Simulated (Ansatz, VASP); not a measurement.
## MoPbS4: VASP beside Ansatz

Contents of INCAR:

```
  PREC = Accurate
  ENCUT = 520
  EDIFF = 1E-6
  ISMEAR = 0
  SIGMA = 0.1
  LREAL = False
  LASPH = True
  NELM = 150
  ALGO = Normal
  ISIF = 2
  LWAVE = False
  LCHARG = True
  ISPIN = 2
  MAGMOM = 1 0 0 0 0 0
  LORBIT = 11
  LMAXMIX = 4
  GGA = PE
  LELF = True
  LVHAR = True
  NBANDS = 39
```

Contents of KPOINTS:

```
regular mesh
0
Gamma
  4 4 4
```

POSCAR

```
MoPbS4
1.0
    5.9667766800      0.0000000000      0.0000000000
    0.0000000000      5.9667766800      0.0000000000
    0.0000000000      0.0000000000      4.7421314000
Mo Pb S
1 1 4
Direct
    0.0000000000      0.0000000000      0.0000000000
    0.5000000000      0.5000000000      0.0000000000
    0.1483811100      0.5000000000      0.0000000000
    0.8516188900      0.5000000000      0.0000000000
    0.5000000000      0.1483811100      0.0000000000
    0.5000000000      0.8516188900      0.0000000000
```

Input for Ansatz:

```yaml
crystal:
  lattice:
    - [5.96677668, 0.0, 0.0]
    - [0.0, 5.96677668, 0.0]
    - [0.0, 0.0, 4.7421314]
  atoms:
    - { symbol: Mo, position: [0.0, 0.0, 0.0], spin: 1.0 }
    - { symbol: Pb, position: [0.5, 0.5, 0.0] }
    - { symbol: S, position: [0.14838111, 0.5, 0.0] }
    - { symbol: S, position: [0.85161889, 0.5, 0.0] }
    - { symbol: S, position: [0.5, 0.14838111, 0.0] }
    - { symbol: S, position: [0.5, 0.85161889, 0.0] }
basis:
  ecutwfc: 420
kpoints:
  mp_grid: { grid: [4, 4, 4] }
hamiltonian:
  xc: pbe
scf:
  occupations: { method: gaussian, width: 0.1 }
  lower_state_search: "off"
output:
  forces: true
  stress: true
  eigenvalues: true
  populations: true
magnetization:
  spin_polarized: true
```

Alike in both runs: task single point; functional PBE; k mesh 4 × 4 × 4; occupations gaussian, width 0.1 eV; collinear spin.

|  | VASP | Ansatz |
| --- | --- | --- |
| version | VASP 6.6.1 | Ansatz 0.2.0 |
| potentials or method | VASP PAW PBE potentials, release 64 (Mo_sv, Pb_d, S), cutoff 520 eV | scalar-relativistic, plane waves, PAW |
| valence electrons in the cell | 52 | 52 |

Ansatz gave:

| Property | Result |
| --- | --- |
| gap on the k mesh at the Fermi level (eV) | none |
| rms of the force components (eV/Å) | 0.169 |
| net moment per atom (μB) | 0.75 |

Q: Estimate VASP's values.

A: gap on the k mesh at the Fermi level (eV): none; rms of the force components (eV/Å): 0.298; net moment per atom (μB): 0.75.

Atom by atom the forces differ by 0.129 eV/Å (rms over components). A gap of «none» marks a metal or a gap that the smearing closes.

Spin-orbit coupling is off throughout.
